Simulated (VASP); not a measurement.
Write the native input for VASP 6.6.1 that does the following.

```
Task                   : single point
Functional             : r2SCAN
Potentials or basis    : VASP PAW PBE potentials, release 64 (C)
Cutoff                 : 520 eV
k mesh                 : 12 × 12 × 12
Occupations            : gaussian, width 0.05 eV
Spin                   : no spin polarisation
Dipole correction      : no
Further INCAR settings : ALGO = Normal; EDIFF = 1e-06; NBANDS = 11
```

The system is C.

```
C
1.0
     0.00000    1.78340    1.78340
     1.78340    0.00000    1.78340
     1.78340    1.78340    0.00000
C
2
Direct
  0.24767 0.50000 0.50000
  0.75000 0.75000 0.75000
```

This cell differs from its parent crystal: atom 1 (C) moved by (-0.450, -0.450) A along y and z.

These files were run (other wordings do the same):

POSCAR

```
C
1.0
    0.0000000000      1.7834000000      1.7834000000
    1.7834000000      0.0000000000      1.7834000000
    1.7834000000      1.7834000000      0.0000000000
C
2
Direct
    0.2476729842      0.5000000000      0.5000000000
    0.7500000000      0.7500000000      0.7500000000
```

INCAR.step1

```
SYSTEM = C
PREC = Accurate ; ENCUT = 520
ISMEAR = 0 ; SIGMA = 0.05
LREAL = .FALSE. ; LASPH = .TRUE.
NELM = 100 ; NBANDS = 11
GGA = PE ; ALGO = Normal
EDIFF = 1E-4 ; LWAVE = .TRUE.
LCHARG = .FALSE.
```

INCAR.step2

```
SYSTEM = C
PREC = Accurate ; ENCUT = 520
EDIFF = 1E-6 ; ISMEAR = 0
SIGMA = 0.05 ; LREAL = .FALSE.
LASPH = .TRUE. ; NELM = 100
ALGO = Normal ; ISIF = 2
LWAVE = .FALSE. ; LCHARG = .FALSE.
METAGGA = R2SCAN ; LMIXTAU = .TRUE.
NBANDS = 11 ; ISTART = 1
```

KPOINTS

```
regular mesh
0
G
  12 12 12
  0 0 0
```

Potentials or basis: VASP PAW PBE potentials, release 64 (C).

Run with:

```bash
$ cat potpaw_PBE.64/C/POTCAR > POTCAR
$ cp INCAR.step1 INCAR
$ mpirun -np 1 vasp_std > vasp.out
$ cp INCAR.step2 INCAR
$ mpirun -np 1 vasp_std > vasp.out
```

It gave:

The pressure is 153.6 GPa and the largest force is 30.344 eV/Å. The band gap on the k mesh is zero (band 4 reaches 11.35 eV, above the bottom of band 5 at 8.09 eV).

Caveat: the cell differs from its parent crystal (atom 1 (C) moved by (-0.450, -0.450) A along y and z); the PAW data sets were made with another functional, which shifts forces and pressure a little.

Wall time 2.7 min on 1 thread of Intel(R) Xeon(R) Platinum 8488C (Sapphire Rapids) (shared host), peak memory 0.15 GiB.
